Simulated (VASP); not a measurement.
Crystal: Si2P3.

```
CELL_PARAMETERS angstrom
-2.28440 2.28440 4.42110
2.28440 -2.28440 4.42110
2.28440 2.28440 -4.42110
ATOMIC_POSITIONS crystal
Si 0.21362 0.21362 0.00000
Si 0.78638 0.78638 0.00000
P 0.75000 0.25000 0.50000
P 0.25000 0.75000 0.50000
P 0.00000 0.00000 0.00000
```

- Program: VASP 6.6.1
- Task: relaxation of cell and atoms
- Functional: PBE
- Potentials or basis: VASP PAW PBE potentials, release 64 (Si, P)
- Cutoff: 600 eV
- k mesh: 6 × 6 × 6
- Occupations: gaussian, width 0.1 eV
- Spin: no spin polarisation

At the start: pressure 21.4 GPa; volume 18.46 Å³/atom.

Task: Where does the relaxation end?

Result: Over 22 steps the energy falls by 396.2 meV/atom and the volume is 22.92 Å³/atom (+24.2 %); space group I4/mmm (No. 139, to 0.05 Å).

Step by step:
```
step  energy change (eV)  largest force (eV/Å)  pressure (GPa)  volume (Å³)
   1              0.0000                6.1253           21.45        92.29
   2             -0.3305                1.4607           -6.19       127.68
   3             -1.6934                1.0011            0.58       106.17
   4             -1.7126                0.8558            1.27       105.18
   5             -1.7232                0.5987            2.41       103.72
   6             -1.7230                0.6438            2.22       103.95
   7             -1.7701                0.5585           -0.66       108.22
   8             -1.7701                0.5564           -0.71       108.31
   9             -1.8063                0.3411           -0.34       108.73
  10             -1.8407                0.1315            0.41       109.49
  11             -1.8703                0.1222            0.31       110.39
  12             -1.8819                0.6958            0.26       111.84
  13             -1.8949                0.8352            0.17       112.48
  14             -1.9347                0.7778           -0.12       114.37
  15             -1.9030                0.5532           -0.78       118.01
  16             -1.9383                0.5219           -0.28       115.81
  17             -1.9429                0.6363           -0.17       115.01
  18             -1.9688                0.3401           -0.23       115.21
  19             -1.9794                0.0238           -0.22       115.43
  20             -1.9800                0.0270           -0.11       115.20
  21             -1.9808                0.0367            0.24       114.50
  22             -1.9812                0.0252            0.12       114.58
```

Final structure:
```
CELL_PARAMETERS angstrom
-2.30728 2.30728 5.38096
2.30728 -2.30728 5.38096
2.30728 2.30728 -5.38096
ATOMIC_POSITIONS crystal
Si 0.20182 0.20182 0.00000
Si 0.79818 0.79818 0.00000
P 0.75000 0.25000 0.50000
P 0.25000 0.75000 0.50000
P 0.00000 0.00000 0.00000
```

Caveat: the volume moved by over 15 % at a fixed basis, so the end points are rough.
